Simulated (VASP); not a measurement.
Here is a VASP 6.6.1 calculation.

File INCAR:

```
SYSTEM = Na
  PREC = Accurate
  ENCUT = 520
  EDIFF = 1E-6
  ISMEAR = 1
  SIGMA = 0.15
  LREAL = .False.
  LASPH = .True.
  NELM = 100
  ALGO = Normal
  ISIF = 2
  LWAVE = .False.
  LCHARG = .False.
  GGA = PE
  NBANDS = 34
```

Contents of KPOINTS:

```
Automatic mesh
0
Gamma
  2 2 2
  0 0 0
```

POSCAR

```
Na
1.0
   -4.2843900000      4.2843900000      4.2843900000
    4.2843900000     -4.2843900000      4.2843900000
    4.2843900000      4.2843900000     -4.2843900000
Na
7
Direct
    0.0023349882      0.0014187551      0.0019418167
   -0.0029277213      0.0004410196      0.5002378402
   -0.0004836161      0.4996165148     -0.0014466470
    0.5026294292     -0.0002492770      0.0042028153
    0.4969928041     -0.0011950359      0.5007132871
    1.0033756264      0.5027848772      0.5007616020
    0.5030611126      0.5020299272      0.5004035580
```

Potentials or basis: VASP PAW PBE potentials, release 64 (Na_pv).

Launch:

```console
$ cat potpaw_PBE.64/Na_pv/POTCAR > POTCAR
$ mpirun -np 1 vasp_std > vasp.out
```

Predict the band gap on the k mesh.

zero (an odd number of electrons rules out a gap without spin polarisation).

Predict the largest force.

0.004 eV/Å.

Estimate the pressure.

-0.4 GPa.

Forces on the atoms (eV/Å):
```
Na   0.000 -0.001 -0.001
Na  -0.001  0.000  0.002
Na   0.001  0.001  0.000
Na  -0.001 -0.003  0.002
Na   0.003  0.001  0.001
Na  -0.001  0.000 -0.002
Na  -0.001  0.001 -0.002
```

Caveat: the k points lie up to 0.52 Å⁻¹ apart, too coarse for converged energies and pressures of a metal.
